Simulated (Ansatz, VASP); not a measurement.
## Sc: VASP beside Ansatz

```
CELL_PARAMETERS angstrom
-1.84800 1.84800 1.84800
1.84800 -1.84800 1.84800
1.84800 1.84800 -1.84800
ATOMIC_POSITIONS crystal
Sc 0.00000 0.00000 0.00000
```

Alike in both runs: functional BLYP; k mesh 12 × 12 × 12; occupations fermi-dirac, width 0.1 eV; no spin polarisation.

Ansatz relaxed the structure, and its values are those at the end. VASP's run is a single point on that final structure, the one shown.

|  | VASP | Ansatz |
| --- | --- | --- |
| version | VASP 6.6.1 | Ansatz 0.2.0 |
| potentials or method | VASP PAW PBE potentials, release 64 (Sc_sv), cutoff 520 eV | plane waves (420 eV) with PAW, scalar-relativistic |
| valence electrons in the cell | 11 | 11 |

```tsv
	VASP	Ansatz	Ansatz less VASP
pressure (GPa)	0.0	0.0	-0.02
```

VASP's potentials were made for PBE, not for BLYP. The functional is the same, so the differences come from potentials, cutoffs and numerics.
